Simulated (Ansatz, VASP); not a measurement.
# Two plane-wave programs on PbO

File INCAR:

```
SYSTEM = PbO
ALGO = Normal
EDIFF = 1E-7
ENCUT = 520
GGA = PE
ISIF = 2
ISMEAR = 0
LASPH = .True.
LCHARG = .False.
LREAL = .False.
LWAVE = .False.
NBANDS = 28
NELM = 80
PREC = Accurate
SIGMA = 0.05
```

The input KPOINTS:

```
k-points
0
Gamma
  8 8 6
  0 0 0
```

File POSCAR:

```
PbO
1.0
    3.9147840000      0.0000000000      0.0000000000
    0.0000000000      3.9147840000      0.0000000000
    0.0000000000      0.0000000000      5.1726600000
Pb O
2 2
Direct
    0.0000000000      0.5000000000      0.2351000000
    0.5000000000      0.0000000000      0.7649000000
    0.0000000000      0.0000000000      0.0000000000
    0.5000000000      0.5000000000      0.0000000000
```

Input for Ansatz:

```yaml
crystal:
  lattice:
    - [3.914784, 0.0, 0.0]
    - [0.0, 3.914784, 0.0]
    - [0.0, 0.0, 5.17266]
  atoms:
    - { symbol: Pb, position: [0.0, 0.5, 0.2351] }
    - { symbol: Pb, position: [0.5, 0.0, 0.7649] }
    - { symbol: O, position: [0.0, 0.0, 0.0] }
    - { symbol: O, position: [0.5, 0.5, 0.0] }
basis:
  ecutwfc: 420
kpoints:
  mp_grid: { grid: [8, 8, 6] }
hamiltonian:
  xc: pbe
scf:
  occupations: { method: gaussian, width: 0.05 }
output:
  forces: true
  stress: true
  eigenvalues: true
```

Change from the starting cell: strain -0.015 along x and y, +0.030 along z, atoms carried along.

Alike in both runs: task single point; functional PBE; k mesh 8 × 8 × 6; occupations gaussian, width 0.05 eV; no spin polarisation.

```csv
,VASP,Ansatz
version,VASP 6.6.1,Ansatz 0.2.0
potentials or method,"VASP PAW PBE potentials, release 64 (Pb_d, O), cutoff 520 eV","scalar-relativistic, plane waves, PAW"
valence electrons in the cell,40,40
```

|  | VASP | Ansatz | Ansatz less VASP |
| --- | --- | --- | --- |
| gap on the k mesh at the Fermi level (eV) | 1.13 | 1.12 | -0.008 |
| least direct gap on the mesh (eV) | 2.21 | 2.21 | -0.001 |
| pressure (GPa) | 5.4 | 5.4 | -0.08 |
| traceless stress, the component that is largest in VASP (GPa) | -2.06 | -2.06 | +0.008 |
| rms of the force components (eV/Å) | 0.131 | 0.113 | -0.0179 |

Atom by atom the forces differ by 0.018 eV/Å (rms over components). The functional is the same, so the differences come from potentials, cutoffs and numerics.

Spin-orbit coupling is off throughout.
